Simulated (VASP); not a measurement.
Crystal: B3N.

```
CELL_PARAMETERS angstrom
2.70793 0.00000 0.00000
0.00000 2.70793 0.00000
0.00000 0.00000 3.92753
ATOMIC_POSITIONS crystal
B 0.50000 0.00000 0.75000
B 0.00000 0.00000 0.00000
B 0.00000 0.50000 0.25000
N 0.50000 0.50000 0.50000
```

| Item | Value |
| --- | --- |
| Program | VASP 6.6.1 |
| Task | relaxation of cell and atoms |
| Functional | PBE |
| Potentials or basis | VASP PAW PBE potentials, release 64 (B, N) |
| Cutoff | 600 eV |
| k mesh | 7 × 7 × 5 |
| Occupations | gaussian, width 0.2 eV |
| Spin | no spin polarisation |

At the start: pressure -4.4 GPa; volume 7.20 Å³/atom.

How do energy, volume and symmetry change on relaxing?

Over 10 steps the energy falls by 485.4 meV/atom and the volume is 6.73 Å³/atom (-6.6 %); space group P-4m2 (No. 115, to 0.05 Å).

Step by step:
```csv
step,energy change (eV),largest force (eV/Å),pressure (GPa),volume (Å³)
1,0.0000,5.0803,-4.37,28.80
2,-1.2129,2.8000,1.05,27.94
3,-1.3062,1.0980,-2.20,28.10
4,-1.8002,2.1337,1.25,27.33
5,-1.8082,2.3178,2.14,27.18
6,-1.7690,2.2645,-8.36,27.37
7,-1.9346,0.0958,-3.61,27.28
8,-1.9347,0.1568,-3.53,27.27
9,-1.9403,0.0418,2.02,26.75
10,-1.9415,0.0202,0.31,26.91
```

Final structure:
```
B N
1.0
     2.45799    0.00000    0.00000
     0.00000    2.45799    0.00000
     0.00000    0.00000    4.45361
B N
3 1
Direct
  0.50000 0.00000 0.70381
  0.00000 0.00000 0.00000
  0.00000 0.50000 0.29619
  0.50000 0.50000 0.50000
```

Caveat: the relaxation stopped at a loose force limit of 0.08 eV/Å, so its end isn't a converged minimum.
